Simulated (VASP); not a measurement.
# CsPbBr3 (Pm-3m) in VASP: notebook, part 2 of 2

VASP 6.6.1. The steps go on from the part before.

## 3. Single point, r2SCAN

POSCAR

```
CsPbBr3
1.0
    5.8700000000      0.0000000000      0.0000000000
    0.0000000000      5.8700000000      0.0000000000
    0.0000000000      0.0000000000      5.8700000000
Pb Cs Br
1 1 3
Direct
    0.5000000000      0.5000000000      0.5000000000
    0.0000000000      0.0000000000      0.0000000000
    0.5000000000      0.5000000000      0.0000000000
    0.5000000000      0.0000000000      0.5000000000
    0.0000000000      0.5000000000      0.5000000000
```

INCAR.step1

```
SYSTEM = CsPbBr3
PREC = Accurate
ENCUT = 520
ISMEAR = 0
SIGMA = 0.01
LREAL = .FALSE.
LASPH = .TRUE.
NELM = 100
NBANDS = 30
GGA = PE
ALGO = Normal
EDIFF = 1E-4
LWAVE = .TRUE.
LCHARG = .FALSE.
```

INCAR.step2

```
SYSTEM = CsPbBr3
PREC = Accurate
ENCUT = 520
EDIFF = 1E-7
ISMEAR = 0
SIGMA = 0.01
LREAL = .FALSE.
LASPH = .TRUE.
NELM = 100
ALGO = Normal
ISIF = 2
LWAVE = .FALSE.
LCHARG = .FALSE.
METAGGA = R2SCAN
LMIXTAU = .TRUE.
NBANDS = 30
ISTART = 1
```

KPOINTS

```
regular mesh
0
G
  4 4 4
  0 0 0
```

Potentials or basis: VASP PAW PBE potentials, release 64 (Pb_d, Cs_sv, Br).

Launch:

```bash
cat potpaw_PBE.64/Pb_d/POTCAR potpaw_PBE.64/Cs_sv/POTCAR potpaw_PBE.64/Br/POTCAR > POTCAR
cp INCAR.step1 INCAR
mpirun -np 1 vasp_std > vasp.out
cp INCAR.step2 INCAR
mpirun -np 1 vasp_std > vasp.out
```

OUTCAR:

```text
SYSTEM = CsPbBr3
   PREC = Accurate
   ENCUT = 520
   EDIFF = 1E-7
   ISMEAR = 0
   LREAL = .FALSE.
   LASPH = .TRUE.
   NELM = 100
   ISIF = 2
   METAGGA = R2SCAN
   ISTART = 1

 ion  position               nearest neighbor table
   1  0.500  0.500  0.500-   3 2.94   4 2.94   5 2.94   3 2.94   4 2.94   5 2.94
   2  0.000  0.000  0.000-
   3  0.500  0.500  0.000-   1 2.94   1 2.94
   4  0.500  0.000  0.500-   1 2.94   1 2.94
   5  0.000  0.500  0.500-   1 2.94   1 2.94

  LATTYP: Found a simple cubic cell.
 ALAT       =     5.8700000000

  Lattice vectors:

 A1 = (   5.8700000000,   0.0000000000,   0.0000000000)
 A2 = (   0.0000000000,   5.8700000000,   0.0000000000)
 A3 = (   0.0000000000,   0.0000000000,   5.8700000000)

Analysis of symmetry for initial positions (statically):
=====================================================================
 Subroutine PRICEL returns:
 Original cell was already a primitive cell.

 Routine SETGRP: Setting up the symmetry group for a
 simple cubic supercell.

 Subroutine GETGRP returns: Found 48 space group operations
 (whereof 48 operations were pure point group operations)
 out of a pool of 48 trial point group operations.

The static configuration has the point symmetry O_h .

Analysis of symmetry for dynamics (positions and initial velocities):
=====================================================================
 Subroutine PRICEL returns:
 Original cell was already a primitive cell.

 Routine SETGRP: Setting up the symmetry group for a
 simple cubic supercell.

 Subroutine GETGRP returns: Found 48 space group operations
 (whereof 48 operations were pure point group operations)
 out of a pool of 48 trial point group operations.

The dynamic configuration has the point symmetry O_h .

 Subroutine INISYM returns: Found 48 space group operations
 (whereof 48 operations are pure point group operations),
 and found     1 'primitive' translations

[... 106 lines left out ...]
  volume/ion in A,a.u.               =      40.45       272.99
  Fermi-wavevector in a.u.,A,eV,Ry     =   0.984587  1.860600 13.189657  0.969412
  Thomas-Fermi vector in A             =   2.115831
   LORBIT       =      0    0 simple, 1 ext, 2 COOP (PROOUT), +10 PAW based schemes
   METAGGA = R2SCAN    functional components
   LHFCALC =     F    Hartree Fock is set to
   AEXX    =    0.0000 exact exchange contribution
   IVDW    =     0    specifies the selected vdW correction
   LEPSILON=     F    determine dielectric tensor
   LRPA    =     F    only Hartree local field effects (RPA)
 non-spin polarized calculation
 Gauss-broadening in eV      SIGMA  =   0.01
  energy-cutoff  :      520.00
  volume of cell :      202.26
 maximum number of plane-waves:      5520
 NGX is ok and might be reduce to    48
   NGX = 21   NGY = 21   NGZ = 21

 number of electron      44.0000000 magnetization

 Free energy of the ion-electron system (eV)
  ---------------------------------------------------
  ext. energy  EPLUGINS =         0.00000000
  ---------------------------------------------------
  free energy    TOTEN  =      -128.43632458 eV

  energy without entropy =     -128.43632458  energy(sigma->0) =     -128.43632458

 E-fermi :   1.1486     XC(G=0):  -8.0410

 val. band max:        1.0880353422   @ k =   0.5000   0.5000   0.5000
 cond. band min:       2.9896755688   @ k =   0.5000   0.5000   0.5000
 fundamental gap:      1.9016402266
 Fermi energy:         1.1486241863

 k-point     1 :       0.0000    0.0000    0.0000
  band No.  band energies     occupation
      1     -21.0474      2.00000
      2     -16.4106      2.00000
      3     -16.4106      2.00000
      4     -16.2323      2.00000
      5     -16.2323      2.00000
      6     -16.2323      2.00000
[... 319 lines left out ...]
     29       6.7274      0.00000
     30       7.9702      0.00000

------------------------ aborting loop because EDIFF is reached ----------------------------------------

  FORCE on cell =-STRESS in cart. coord.  units (eV):
  Direction    XX          YY          ZZ          XY          YZ          ZX
  --------------------------------------------------------------------------------------
  -------------------------------------------------------------------------------------
  Total        1.1116430      1.1116430      1.1116430      0.0000000      0.0000000      0.0000000
  in kB        8.8056539      8.8056539      8.8056539      0.0000000      0.0000000      0.0000000
  external PRESSURE =       8.8056539 kB  Pullay stress =       0.0000000 kB

 VOLUME and BASIS-vectors are now :
 -----------------------------------------------------------------------------
  energy-cutoff  :      520.00
  volume of cell :      202.26
      direct lattice vectors                 reciprocal lattice vectors
     5.870000000  0.000000000  0.000000000     0.170357751  0.000000000  0.000000000
     0.000000000  5.870000000  0.000000000     0.000000000  0.170357751  0.000000000
     0.000000000  0.000000000  5.870000000     0.000000000  0.000000000  0.170357751

 POSITION                                       TOTAL-FORCE (eV/Angst)
 -----------------------------------------------------------------------------------
      2.93500      2.93500      2.93500         0.000000      0.000000      0.000000
      0.00000      0.00000      0.00000         0.000000      0.000000      0.000000
      2.93500      2.93500      0.00000         0.000000      0.000000      0.000000
      2.93500      0.00000      2.93500         0.000000      0.000000      0.000000
      0.00000      2.93500      2.93500         0.000000      0.000000      0.000000
 -----------------------------------------------------------------------------------
    total drift:                                0.000000     -0.000000     -0.000000

  FREE ENERGIE OF THE ION-ELECTRON SYSTEM (eV)
  ---------------------------------------------------
  free  energy   TOTEN  =      -128.4363245808 eV

  energy  without entropy=     -128.4363245808  energy(sigma->0) =     -128.43632458
```

OUTCAR.step1:

```text
SYSTEM = CsPbBr3
   PREC = Accurate
   ENCUT = 520
   ISMEAR = 0
   LREAL = .FALSE.
   LASPH = .TRUE.
   NELM = 100
[... 545 lines left out ...]
      2.93500      2.93500      0.00000         0.000000      0.000000      0.000000
      2.93500      0.00000      2.93500         0.000000      0.000000      0.000000
      0.00000      2.93500      2.93500         0.000000      0.000000      0.000000
 -----------------------------------------------------------------------------------
    total drift:                                0.000000     -0.000000     -0.000000

  FREE ENERGIE OF THE ION-ELECTRON SYSTEM (eV)
  ---------------------------------------------------
  free  energy   TOTEN  =       -15.8048027357 eV

  energy  without entropy=      -15.8048027357  energy(sigma->0) =      -15.80480274
```

OSZICAR.step1:

```text
N       E                     dE             d eps       ncg     rms          rms(c)
DAV:   1     0.389909829530E+03    0.38991E+03   -0.18615E+04   600   0.129E+03
DAV:   2     0.293263289101E+02   -0.36058E+03   -0.34588E+03   732   0.296E+02
DAV:   3    -0.148527893465E+02   -0.44179E+02   -0.43824E+02   754   0.111E+02
DAV:   4    -0.163261355885E+02   -0.14733E+01   -0.14692E+01   726   0.267E+01
DAV:   5    -0.163748112971E+02   -0.48676E-01   -0.48656E-01   768   0.433E+00    0.428E+00
DAV:   6    -0.158400430323E+02    0.53477E+00   -0.82416E-01   880   0.887E+00    0.248E+00
DAV:   7    -0.157947728874E+02    0.45270E-01   -0.46661E-01   890   0.372E+00    0.101E+00
DAV:   8    -0.158047286937E+02   -0.99558E-02   -0.57791E-02   738   0.193E+00    0.182E-01
DAV:   9    -0.158044395733E+02    0.28912E-03   -0.79653E-03   894   0.727E-01    0.105E-01
DAV:  10    -0.158047261519E+02   -0.28658E-03   -0.94819E-04   678   0.156E-01    0.489E-02
DAV:  11    -0.158048027357E+02   -0.76584E-04   -0.19278E-04   610   0.113E-01
   1 F= -.15804803E+02 E0= -.15804803E+02  d E =-.734547E-64
```

Run time: 11 min. Hardware: 1 thread of AMD EPYC 7R13, shared host; peak memory 0.37 GiB.

Results:

* Free energy: -128.4363 eV
* Pressure: 0.9 GPa
* Band gap on the k mesh: 1.90 eV

Caveat: the PAW data sets were made with another functional, which shifts forces and pressure a little; spin-orbit coupling is left out, which moves the levels of the heavy elements. r2SCAN opens gaps a little over a GGA but as a rule still falls short of measured ones.
